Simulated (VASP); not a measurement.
A run of VASP 6.6.1 is set up as follows.

The input INCAR:

```
SYSTEM = TaBe3Al
  PREC = Accurate
  ENCUT = 520
  EDIFF = 1E-6
  ISMEAR = 0
  SIGMA = 0.1
  LREAL = .FALSE.
  LASPH = .TRUE.
  NELM = 100
  ALGO = Normal
  ISIF = 2
  LWAVE = .FALSE.
  LCHARG = .TRUE.
  GGA = PE
  LELF = .TRUE.
  LVHAR = .TRUE.
  NBANDS = 18
```

Contents of KPOINTS:

```
regular mesh
0
G
  8 8 8
  0 0 0
```

POSCAR

```
TaBe3Al
1.0
    4.4489319302      0.0000000000      0.0000000000
    0.0000000000      4.4489319302      0.0000000000
    0.0000000000      0.0000000000      4.4489319302
Ta Be Al
1 3 1
Direct
    0.5000000000      0.5000000000      0.5000000000
    0.0000000000      0.5000000000      0.5000000000
    0.5000000000      0.0000000000      0.5000000000
    0.5000000000      0.5000000000      0.0000000000
    0.0000000000      0.0000000000      0.0000000000
```

Potentials or basis: VASP PAW PBE potentials, release 64 (Ta_pv, Be, Al).

Command:

```sh
$ cat potpaw_PBE.64/Ta_pv/POTCAR potpaw_PBE.64/Be/POTCAR potpaw_PBE.64/Al/POTCAR > POTCAR
$ mpirun -np 1 vasp_std > vasp.out
```

Problem. Predict the band gap on the k mesh.

Solution. Zero (band 10 reaches 4.14 eV, above the bottom of band 11 at 1.87 eV).

Problem. What does it give for the pressure?

Solution. 0.0 GPa.

Caveat: spin-orbit coupling is left out, which moves the levels of the heavy elements.
